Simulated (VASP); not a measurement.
ZnO: single point with LDA

The system is ZnO.

```
CELL_PARAMETERS angstrom
3.23091 0.00000 0.00000
-1.61545 2.79805 0.00000
0.00000 0.00000 5.21561
ATOMIC_POSITIONS crystal
Zn 0.33333 0.66667 0.99245
Zn 0.66667 0.33333 0.49245
O 0.33333 0.66667 0.38955
O 0.66667 0.33333 0.88955
```

This cell differs from its parent crystal: atoms displaced along a vibrational mode.

- Program: VASP 6.6.1
- Task: single point
- Functional: LDA
- Potentials or basis: VASP PAW LDA potentials, release 64 (Zn, O)
- Cutoff: 520 eV
- k mesh: 9 × 9 × 6
- Occupations: gaussian, width 0.01 eV
- Spin: no spin polarisation

* Pressure: -4.1 GPa
* Largest force: 0.441 eV/Å
* Band gap on the k mesh: 0.76 eV

Forces in eV/Å, atoms in the order of the input:
```
Zn   0.000  0.000  0.441
Zn   0.000  0.000  0.441
O    0.000  0.000 -0.441
O    0.000  0.000 -0.441
```

Stress tensor (GPa, compression positive):
```
-2.08  0.00  0.00
 0.00 -2.08  0.00
 0.00  0.00 -8.26
```

Levels at points of the mesh, in eV from the valence-band top:
```
           k point  band 14  band 15  band 16  band 17  band 18  band 19  band 20  band 21  band 22  band 23
(0.00, 0.00, 0.00)    -0.67    -0.67    -0.26     0.00     0.00     0.76     5.02     7.98    12.70    12.70
(0.00, 0.00, 0.50)    -2.34    -0.33    -0.33    -0.33    -0.33     3.38     3.38     9.74     9.74    12.98
```

Wall time 48 s on 1 thread of AMD EPYC 7R13 Processor (Zen 3), on a shared host, peak memory 0.14 GiB.

Caveat: the cell differs from its parent crystal (atoms displaced along a vibrational mode); the cell stands under tension.
